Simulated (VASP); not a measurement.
# Li (P6/mmm) in VASP: notebook, part 2 of 2

VASP 6.6.1. Earlier steps stand in the parts before.

## 3. Relaxation of cell and atoms, r2SCAN

This run uses another cell than the first one, of 21.61 Å³/atom.

POSCAR

```
Li
1.0
    4.9612054717      0.0000000000      0.0000000000
   -2.4806027358      4.2965299719      0.0000000000
    0.0000000000      0.0000000000      3.0412189541
Li
3
Direct
    0.0000000000      0.0000000000      0.0000000000
    0.3333333333      0.6666666667      0.5000000000
    0.6666666667      0.3333333333      0.5000000000
```

INCAR.step1

```
SYSTEM = Li
PREC = Accurate
ENCUT = 600
ISMEAR = -1
SIGMA = 0.1
LREAL = .FALSE.
LASPH = .TRUE.
NELM = 80
GGA = PE
ALGO = Normal
EDIFF = 1E-4
LWAVE = .TRUE.
LCHARG = .FALSE.
```

INCAR.step2

```
SYSTEM = Li
PREC = Accurate
ENCUT = 600
EDIFF = 1E-7
ISMEAR = -1
SIGMA = 0.1
LREAL = .FALSE.
LASPH = .TRUE.
NELM = 80
ALGO = Normal
ISIF = 3
LWAVE = .FALSE.
LCHARG = .FALSE.
METAGGA = R2SCAN
LMIXTAU = .TRUE.
IBRION = 2
NSW = 80
EDIFFG = -0.01
ISTART = 1
```

KPOINTS

```
regular mesh
0
G
  7 7 10
  0 0 0
```

Potentials or basis: VASP PAW PBE potentials, release 64 (Li_sv).

The run is started by

```console
$ cat potpaw_PBE.64/Li_sv/POTCAR > POTCAR
$ cp INCAR.step1 INCAR
$ mpirun -np 1 vasp_std > vasp.out
$ cp INCAR.step2 INCAR
$ mpirun -np 1 vasp_std > vasp.out
```

OUTCAR:

```text
SYSTEM = Li
   PREC = Accurate
   ENCUT = 600
   EDIFF = 1E-7
   ISMEAR = -1
   LREAL = .FALSE.
   LASPH = .TRUE.
   NELM = 80
   ISIF = 3
   METAGGA = R2SCAN
   IBRION = 2
   NSW = 80
   EDIFFG = -0.01
   ISTART = 1

 ion  position               nearest neighbor table
   1  0.000  0.000  0.000-
   2  0.333  0.667  0.500-
   3  0.667  0.333  0.500-

  LATTYP: Found a hexagonal cell.
 ALAT       =     4.9612054717
 C/A-ratio  =     0.6130000000

  Lattice vectors:

 A1 = (   4.9612054717,   0.0000000000,   0.0000000000)
 A2 = (  -2.4806027358,   4.2965299719,   0.0000000000)
 A3 = (   0.0000000000,   0.0000000000,   3.0412189541)

Analysis of symmetry for initial positions (statically):
=====================================================================
 Subroutine PRICEL returns:
 Original cell was already a primitive cell.

 Routine SETGRP: Setting up the symmetry group for a
 hexagonal supercell.

 Subroutine GETGRP returns: Found 24 space group operations
[... 175 lines left out ...]
  -------------------------------------------------------------------------------------
  Total       -0.0396848     -0.0396848     -0.5441068     -0.0000000      0.0000000     -0.0000000
  in kB       -0.9808025     -0.9808025    -13.4475139     -0.0000000      0.0000000     -0.0000000
  external PRESSURE =      -5.1363730 kB  Pullay stress =       0.0000000 kB
[... 135 lines left out ...]
--------------------------------------- Ionic step        5  -------------------------------------------

 number of electron       8.9999988 magnetization

 Free energy of the ion-electron system (eV)
  ---------------------------------------------------
  ext. energy  EPLUGINS =         0.00000000
  ---------------------------------------------------
  free energy    TOTEN  =        -7.13649989 eV

  energy without entropy =       -7.09303722  energy(sigma->0) =       -7.11476856

 E-fermi :   0.6409     XC(G=0):  -7.4176

 val. band max:        0.5976436178   @ k =   0.2857   0.2857   0.3000
 cond. band min:       0.6456418354   @ k =   0.2857   0.2857   0.4000
 fundamental gap:      0.0479982176
 Fermi energy:         0.6409302896

 k-point     1 :       0.0000    0.0000    0.0000
  band No.  band energies     occupation
      1     -47.5448      2.00000
      2     -47.5239      2.00000
      3     -47.4082      2.00000
      4      -3.2472      2.00000
      5       2.8807      0.00000
      6       2.8811      0.00000
      7       2.9348      0.00000
      8       2.9351      0.00000
[... 243 lines left out ...]
 k-point    24 :       0.2857    0.2857    0.2000
  band No.  band energies     occupation
      1     -47.5323      2.00000
      2     -47.5285      2.00000
      3     -47.4048      2.00000
      4      -1.0268      2.00000
      5      -0.1172      1.99898
      6      -0.0597      1.99819
      7       6.5477      0.00000
      8       6.6728      0.00000

 [... further k-points ...]

------------------------ aborting loop because EDIFF is reached ----------------------------------------

  FORCE on cell =-STRESS in cart. coord.  units (eV):
  Direction    XX          YY          ZZ          XY          YZ          ZX
  --------------------------------------------------------------------------------------
  -------------------------------------------------------------------------------------
  Total       -0.0024123     -0.0024123     -0.0054950     -0.0000000     -0.0000000      0.0000000
  in kB       -0.0629178     -0.0629178     -0.1433180     -0.0000000     -0.0000000      0.0000000
  external PRESSURE =      -0.0897179 kB  Pullay stress =       0.0000000 kB
[... 18 lines left out ...]
  FREE ENERGIE OF THE ION-ELECTRON SYSTEM (eV)
  ---------------------------------------------------
  free  energy   TOTEN  =        -7.1364998950 eV

  energy  without entropy=       -7.0930372153  energy(sigma->0) =       -7.11476856

 reached required accuracy - stopping structural energy minimisation
```

OUTCAR.step1:

```text
SYSTEM = Li
   PREC = Accurate
   ENCUT = 600
   ISMEAR = -1
   LREAL = .FALSE.
   LASPH = .TRUE.
   NELM = 80
[... 488 lines left out ...]
      0.00000      0.00000      0.00000         0.000000      0.000000      0.000000
     -0.00000      2.86435      1.52061         0.000000      0.000000      0.000000
      2.48060      1.43218      1.52061        -0.000000      0.000000      0.000000
 -----------------------------------------------------------------------------------
    total drift:                               -0.000000      0.000000      0.000000

  FREE ENERGIE OF THE ION-ELECTRON SYSTEM (eV)
  ---------------------------------------------------
  free  energy   TOTEN  =        -5.6841944712 eV

  energy  without entropy=       -5.6331012780  energy(sigma->0) =       -5.65864787
```

OSZICAR.step1:

```text
N       E                     dE             d eps       ncg     rms          rms(c)
DAV:   1     0.983006644459E+01    0.98301E+01   -0.42154E+03   768   0.107E+03
DAV:   2    -0.185487246251E+01   -0.11685E+02   -0.11429E+02   968   0.104E+02
DAV:   3    -0.548000416301E+01   -0.36251E+01   -0.36092E+01  1400   0.514E+01
DAV:   4    -0.568468592513E+01   -0.20468E+00   -0.20453E+00   920   0.132E+01
DAV:   5    -0.568978352276E+01   -0.50976E-02   -0.50975E-02  1288   0.203E+00    0.464E-01
DAV:   6    -0.568610689594E+01    0.36766E-02   -0.13163E-03  1248   0.346E-01    0.270E-01
DAV:   7    -0.568414660146E+01    0.19603E-02   -0.34169E-03  1512   0.378E-01    0.593E-02
DAV:   8    -0.568419447120E+01   -0.47870E-04   -0.21533E-04   776   0.176E-01
   1 F= -.56841945E+01 E0= -.56586479E+01  d E =-.510932E-01
```

Wall time 9.7 min (1 thread of AMD EPYC 9R45 (Zen 5), shared host); peak memory 0.17 GiB.

Results:

- Free energy: -7.1365 eV
- Relaxed volume: 20.48 Å³/atom
- Relaxed cell: a = 4.945 Å, b = 4.945 Å, c = 2.901 Å, α = 90.00°, β = 90.00°, γ = 120.00°
- Space group after relaxing (to 0.1 Å): P6/mmm (No. 191)
- Energy gained by relaxing: 3.2 meV/atom
- Ionic steps: 5
- Pressure after relaxing: 0.0 GPa
- Band gap on the k mesh: zero (an odd number of electrons rules out a gap without spin polarisation)

Step by step:
```
step  energy change (eV)  largest force (eV/Å)  pressure (GPa)  volume (Å³)
   1              0.0000                0.0000           -0.51        64.83
   2             -0.0039                0.0000           -0.38        64.18
   3             -0.0100                0.0000           -0.15        62.24
   4              0.0053                0.0000            0.60        58.40
   5             -0.0095                0.0000           -0.01        61.43
```

Final structure:
```
Li
1.0
     4.94456    0.00000    0.00000
    -2.47228    4.28211    0.00000
     0.00000    0.00000    2.90129
Li
3
Direct
  0.00000 0.00000 0.00000
  0.33333 0.66667 0.50000
  0.66667 0.33333 0.50000
```

Caveat: the cutoff is under 1.25 times the usual one of these potentials, so pressure, stress and relaxed cells hold a basis-set (Pulay) error; the PAW data sets were made with another functional, which shifts forces and pressure a little.
